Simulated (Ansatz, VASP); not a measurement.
# One calculation of HfO2, two programs

File INCAR:

```
SYSTEM = HfO2
ALGO = Normal
EDIFF = 1E-6
ENCUT = 520
GGA = PE
ISIF = 2
ISMEAR = 0
LASPH = .TRUE.
LCHARG = .FALSE.
LREAL = .FALSE.
LWAVE = .FALSE.
NBANDS = 18
NELM = 80
PREC = Accurate
SIGMA = 0.05
```

KPOINTS

```
k-points
0
G
  8 8 8
  0 0 0
```

Contents of POSCAR:

```
HfO2
1.0
    0.2092622289      2.6577282458      2.6577282458
    2.6577282458      0.2092622289      2.6577282458
    2.6577282458      2.6577282458      0.2092622289
Hf O
1 2
Direct
    0.0000000000      0.0000000000      0.0000000000
    0.2500000000      0.2500000000      0.2500000000
    0.7500000000      0.7500000000      0.7500000000
```

Input for Ansatz:

```yaml
crystal:
  lattice:
    - [0.2092622289, 2.6577282458, 2.6577282458]
    - [2.6577282458, 0.2092622289, 2.6577282458]
    - [2.6577282458, 2.6577282458, 0.2092622289]
  atoms:
    - { symbol: Hf, position: [0.0, 0.0, 0.0] }
    - { symbol: O, position: [0.25, 0.25, 0.25] }
    - { symbol: O, position: [0.75, 0.75, 0.75] }
basis:
  ecutwfc: 520.0
kpoints:
  mp_grid: { grid: [8, 8, 8] }
hamiltonian:
  xc: pbe
  pseudopotentials: { kind: paw, azcp: { folder: soft_1 } }
scf:
  occupations: { method: gaussian, width: 0.05 }
output:
  forces: true
  stress: true
  eigenvalues: true
```

Alike in both runs: task single point; functional PBE; k mesh 8 × 8 × 8; occupations gaussian, width 0.05 eV; no spin polarisation.

|  | VASP | Ansatz |
| --- | --- | --- |
| version | VASP 6.6.1 | Ansatz 0.2.0 |
| potentials or method | VASP PAW PBE potentials, release 64 (Hf_pv, O), cutoff 520 eV | scalar-relativistic, plane waves, PAW |
| valence electrons in the cell | 22 | 38 |

Ansatz gave:

```
gap on the k mesh at the Fermi level (eV)                     : 3.87
least direct gap on the mesh (eV)                             : 3.87
pressure (GPa)                                                : 3.8
traceless stress, the component that is largest in VASP (GPa) : -4.66
rms of the force components (eV/Å)                            : 0.250
```

Problem. Which values does VASP return?

Solution. gap on the k mesh at the Fermi level (eV): 3.88; least direct gap on the mesh (eV): 3.88; pressure (GPa): 0.1; traceless stress, the component that is largest in VASP (GPa): -4.35; rms of the force components (eV/Å): 0.211.

Atom by atom the forces differ by 0.039 eV/Å (rms over components). The functional is the same, so the differences come from potentials, cutoffs and numerics. VASP's potentials hold 22 valence electrons a cell and Ansatz's 38, so a difference there can come from the potentials and not from the codes.

Neither program's run includes spin-orbit coupling.
